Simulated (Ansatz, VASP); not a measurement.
**Two plane-wave programs on Gd**

Contents of INCAR:

```
SYSTEM = Gd
  PREC = Accurate
  ENCUT = 520
  EDIFF = 1E-7
  ISMEAR = -1
  SIGMA = 0.05
  LREAL = .False.
  LASPH = .True.
  NELM = 150
  ALGO = Normal
  ISIF = 2
  LWAVE = .False.
  LCHARG = .True.
  ISPIN = 2
  MAGMOM = 7
  LORBIT = 11
  LMAXMIX = 6
  GGA = PE
  LELF = .True.
  LVHAR = .True.
  NBANDS = 19
```

KPOINTS

```
regular mesh
0
Gamma
  9 9 9
  0 0 0
```

POSCAR

```
Gd
1.0
    0.0000000000      2.5858190855      2.5858190855
    2.5858190855      0.0000000000      2.5858190855
    2.5858190855      2.5858190855      0.0000000000
Gd
1
Direct
    0.0000000000      0.0000000000      0.0000000000
```

File input.yaml:

```yaml
crystal:
  lattice:
    - [0.0, 2.5858190855, 2.5858190855]
    - [2.5858190855, 0.0, 2.5858190855]
    - [2.5858190855, 2.5858190855, 0.0]
  atoms:
    - { symbol: Gd, position: [0.0, 0.0, 0.0], spin: 7.0 }
hamiltonian:
  xc: pbe
  pseudopotentials: { kind: paw }
magnetization:
  spin_polarized: true
kpoints:
  mp_grid: { grid: [9, 9, 9] }
scf:
  occupations: { method: fermi_dirac, width: 0.05 }
output:
  forces: true
  stress: true
  eigenvalues: true
```

Alike in both runs: task single point; functional PBE; k mesh 9 × 9 × 9; occupations fermi-dirac, width 0.05 eV; collinear spin.

```csv
,VASP,Ansatz
version,VASP 6.6.1,Ansatz 0.2.0
potentials or method,"VASP PAW PBE potentials, release 64 (Gd)",Ansatz PAW
plane-wave cutoff (eV),520,420
valence electrons in the cell,18,18
```

VASP gave:

```
gap on the k mesh at the Fermi level (eV)                     : none
pressure (GPa)                                                : -1.3
net moment per atom (μB)                                      : 7.59
size of the moment on the site where the two differ most (μB) : 6.97
```

Q: Which values does Ansatz return?

A: gap on the k mesh at the Fermi level (eV): none; pressure (GPa): -1.3; net moment per atom (μB): 7.59; size of the moment on the site where the two differ most (μB): 7.33.

Site moments also hang on the region over which each program counts them. A gap of «none» marks a metal or a gap that the smearing closes.

Spin-orbit coupling is off throughout.
